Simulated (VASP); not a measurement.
Ru:

```
Ru
1.0
     2.70580    0.00000    0.00000
    -1.35290    2.34329    0.00000
     0.00000    0.00000    4.28190
Ru
2
Direct
  0.66667 0.33333 0.75000
  0.33333 0.66667 0.25000
```

- Program: VASP 6.6.1
- Task: relaxation of cell and atoms
- Functional: PBE
- Potentials or basis: VASP PAW PBE potentials, release 64 (Ru_pv)
- Cutoff: 600 eV
- k mesh: 11 × 11 × 6
- Occupations: fermi-dirac, width 0.05 eV
- Spin: no spin polarisation

At the start: pressure 4.5 GPa; volume 13.57 Å³/atom.

Problem. How do energy, volume and symmetry change on relaxing?

Solution. Over 7 steps the energy falls by 2.6 meV/atom and the volume is 13.76 Å³/atom (+1.4 %); space group P6_3/mmc (No. 194, to 0.1 Å) before and after.

Step by step:
```
step  energy change (eV)  largest force (eV/Å)  pressure (GPa)  volume (Å³)
   1              0.0000                0.0000            4.48        27.15
   2              0.0377                0.0000          -11.57        28.67
   3             -0.0051                0.0000           -0.06        27.53
   4             -0.0051                0.0000           -0.01        27.52
   5             -0.0051                0.0000            0.07        27.52
   6             -0.0052                0.0000            0.09        27.52
   7             -0.0052                0.0000            0.09        27.52
```

Final structure:
```xyz
2
Lattice="2.7188 0.0000 0.0000 -1.3594 2.3545 0.0000 0.0000 0.0000 4.2987" Properties=species:S:1:pos:R:3 pbc="T T T"
Ru    1.3594    0.7848    3.2240
Ru    0.0000    1.5697    1.0747
```
